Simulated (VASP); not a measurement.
The system is ZnSn2N2.

```
Zn Sn N
1.0
     3.60000    0.00000    0.00000
    -1.80000    3.11769    0.00000
     0.00000    0.00000    7.20000
Zn Sn N
1 2 2
Direct
  0.00000 0.00000 0.00000
  0.66667 0.33333 0.37000
  0.33333 0.66667 0.63000
  0.33333 0.66667 0.22000
  0.66667 0.33333 0.78000
```

```yaml
Program: VASP 6.6.1
Task: relaxation of cell and atoms
Functional: PBE
Potentials_or_basis: VASP PAW PBE potentials, release 64 (Zn, Sn_d, N)
Cutoff: 600 eV
k_mesh: 4 × 4 × 2
Occupations: gaussian, width 0.15 eV
Spin: no spin polarisation
```

At the start: pressure 0.2 GPa; volume 16.16 Å³/atom.

Question: How do energy, volume and symmetry change on relaxing?

Answer: Over 24 steps the energy falls by 521.8 meV/atom and the volume is 16.43 Å³/atom (+1.7 %); space group P-3m1 (No. 164, to 0.05 Å).

Step by step:
```csv
step,energy change (eV),largest force (eV/Å),pressure (GPa),volume (Å³)
1,0.0000,3.3785,0.17,80.81
2,-1.3830,0.9138,-1.93,80.73
3,-1.7155,1.1323,1.20,80.40
4,-1.7374,1.4036,2.93,80.21
5,-1.9327,0.7355,-3.88,84.31
6,-1.9332,0.7052,-4.13,84.49
7,-2.1201,0.9245,-3.79,82.58
8,-2.2346,1.9482,-0.70,76.91
9,-2.3073,1.4722,-2.87,79.55
10,-2.4557,0.2793,4.80,75.29
11,-2.4585,0.4079,3.77,75.77
12,-2.5326,0.1685,1.87,77.84
13,-2.5499,0.1109,0.58,79.56
14,-2.5721,0.2397,-0.84,80.74
15,-2.5754,0.3895,-1.61,81.42
16,-2.5896,0.3208,-0.92,81.18
17,-2.5981,0.2258,0.10,80.85
18,-2.5982,0.2108,0.26,80.80
19,-2.6021,0.1078,0.43,80.94
20,-2.6042,0.1463,0.63,81.11
21,-2.6043,0.1685,0.70,81.17
22,-2.6070,0.1179,0.10,81.75
23,-2.6076,0.0815,-0.32,82.17
24,-2.6089,0.0484,-0.28,82.17
```

Final structure:
```
Zn Sn N
1.0
     3.27242    0.00000    0.00000
    -1.63621    2.83400    0.00000
     0.00000    0.00000    8.85992
Zn Sn N
1 2 2
Direct
  0.00000 0.00000 0.00000
  0.66667 0.33333 0.29457
  0.33333 0.66667 0.70543
  0.33333 0.66667 0.15048
  0.66667 0.33333 0.84952
```

Caveat: the k points lie up to 0.55 Å⁻¹ apart in the final cell; the relaxation stopped at a loose force limit of 0.08 eV/Å, so its end isn't a converged minimum.
